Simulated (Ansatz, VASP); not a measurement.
## Ru: VASP beside Ansatz

```xyz
8
Lattice="4.8710 0.0000 0.0000 0.0000 4.8710 0.0000 0.0000 0.0000 4.8710" Properties=species:S:1:pos:R:3 pbc="T T T"
Ru    0.0000    4.8710    4.8710
Ru    2.4355    2.4355    2.4355
Ru    1.2178    0.0000    2.4355
Ru    3.6533    0.0000    2.4355
Ru    2.4355    1.2178    4.8710
Ru    2.4355    3.6533    4.8710
Ru    4.8710    2.4355    1.2178
Ru    4.8710    2.4355    3.6533
```

Alike in both runs: functional RPBE; k mesh 6 × 6 × 6; occupations fermi-dirac, width 0.1 eV; no spin polarisation.

Ansatz relaxed the structure, and its values are those at the end. VASP's run is a single point on that final structure, the one shown.

```csv
,VASP,Ansatz
version,VASP 6.6.1,Ansatz 0.2.0
potentials or method,"VASP PAW PBE potentials, release 64 (Ru_pv), cutoff 520 eV","plane waves (420 eV) with PAW, scalar-relativistic"
valence electrons in the cell,112,128
```

```csv
,VASP,Ansatz,Ansatz less VASP
pressure (GPa),-0.1,0.0,+0.01
```

VASP's potentials were made for PBE, not for RPBE. VASP's potentials hold 112 valence electrons a cell and Ansatz's 128, so a difference there can come from the potentials and not from the codes.
